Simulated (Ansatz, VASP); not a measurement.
## LiCl in VASP and in Ansatz

Contents of INCAR:

```
SYSTEM = LiCl
PREC = Accurate
ENCUT = 520
EDIFF = 1E-8
ISMEAR = -1
SIGMA = 0.03
LREAL = .FALSE.
LASPH = .TRUE.
NELM = 60
ALGO = Normal
ISIF = 2
LWAVE = .FALSE.
LCHARG = .FALSE.
GGA = PS
LEFG = .TRUE.
NBANDS = 12
```

Contents of KPOINTS:

```
regular mesh
0
G
  9 9 9
  0 0 0
```

The input POSCAR:

```
LiCl
1.0
    0.0000000000      2.5300968319      2.5300968319
    2.5300968319      0.0000000000      2.5300968319
    2.5300968319      2.5300968319      0.0000000000
Li Cl
1 1
Direct
    0.0000000000      0.0000000000      0.0000000000
    0.5000000000      0.5000000000      0.5000000000
```

Input for Ansatz:

```yaml
crystal:
  lattice:
    - [0.0, 2.5300968319, 2.5300968319]
    - [2.5300968319, 0.0, 2.5300968319]
    - [2.5300968319, 2.5300968319, 0.0]
  atoms:
    - { symbol: Li, position: [0.0, 0.0, 0.0] }
    - { symbol: Cl, position: [0.5, 0.5, 0.5] }
kpoints:
  mp_grid: { grid: [9, 9, 9] }
scf:
  occupations: { method: fermi_dirac, width: 0.03 }
hamiltonian:
  xc: pbesol
  pseudopotentials: { kind: paw }
output:
  forces: true
  stress: true
  eigenvalues: true
  efg: { contact_densities: true }
  write_density: true
  write_potential: true
  elf: true
  volumetric_format: npy
```

Change from the starting cell: functional pbesol, volume scaled by 0.96, PAW files.

Alike in both runs: task electric field gradients; functional PBEsol; k mesh 9 × 9 × 9; occupations fermi-dirac, width 0.03 eV; no spin polarisation.

|  | VASP | Ansatz |
| --- | --- | --- |
| version | VASP 6.6.1 | Ansatz 0.2.0 |
| potentials or method | VASP PAW PBE potentials, release 64 (Li_sv, Cl) | PAW with Ansatz's default frozen-core files, scalar-relativistic |
| plane-wave cutoff (eV) | 520 | 420 |
| valence electrons in the cell | 10 | 10 |

```tsv
	VASP	Ansatz	Ansatz less VASP
gap on the k mesh at the Fermi level (eV)	6.37	6.36	-0.010
```

VASP's potentials were made for PBE, not for PBEsol.

Noted on VASP's run: the cutoff is under 1.25 times that of the potentials, so the pressure is a little rough.
